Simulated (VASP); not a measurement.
Set up this calculation in VASP 6.6.1, as the native input.

| Property | Result |
| --- | --- |
| Task | single point |
| Functional | PBEsol |
| Potentials or basis | VASP PAW PBE potentials, release 64 (W_sv, S) |
| Cutoff | 520 eV |
| k mesh | 12 × 12 × 12 |
| Occupations | gaussian, width 0.05 eV |
| Spin | no spin polarisation |
| Dipole correction | no |
| Further INCAR settings | ALGO = Normal; EDIFF = 1e-06; NBANDS = 20 |

The structure of WS2 lies in POSCAR:

```
WS2
1.0
    1.4526803535      0.8387053932      5.6702636000
   -1.4526803535      0.8387053932      5.6702636000
    0.0000000000     -1.6774107863      5.6702636000
W S
1 2
Direct
    0.0000000000      0.0000000000      0.0000000000
    0.7503000000      0.7503000000      0.7503000000
    0.5810000000      0.5810000000      0.5810000000
```

This cell differs from its parent crystal: strain -0.080 along x and y, -0.080 along z.

One way to write it, as run:

INCAR

```
SYSTEM = WS2
  PREC = Accurate
  ENCUT = 520
  EDIFF = 1E-6
  ISMEAR = 0
  SIGMA = 0.05
  LREAL = .False.
  LASPH = .True.
  NELM = 60
  ALGO = Normal
  ISIF = 2
  LWAVE = .False.
  LCHARG = .False.
  GGA = PS
  NBANDS = 20
```

KPOINTS

```
Automatic mesh
0
Gamma
  12 12 12
  0 0 0
```

Potentials or basis: VASP PAW PBE potentials, release 64 (W_sv, S).

Run with:

```console
$ cat potpaw_PBE.64/W_sv/POTCAR potpaw_PBE.64/S/POTCAR > POTCAR
$ mpirun -np 1 vasp_std > vasp.out
```

It gave:

* Pressure: 71.4 GPa
* Largest force: 6.768 eV/Å
* Band gap on the k mesh: 0.63 eV (least direct gap 2.55 eV)

Caveat: the cell differs from its parent crystal (strain -0.080 along x and y, -0.080 along z); the stress differs along the axes, from 69 to 76 GPa; the PAW data sets were made with another functional, which shifts forces and pressure a little; spin-orbit coupling is left out, which moves the levels of the heavy elements.

It took 14 min on 1 thread of Intel Xeon 8259CL (shared host), peak memory 0.42 GiB.
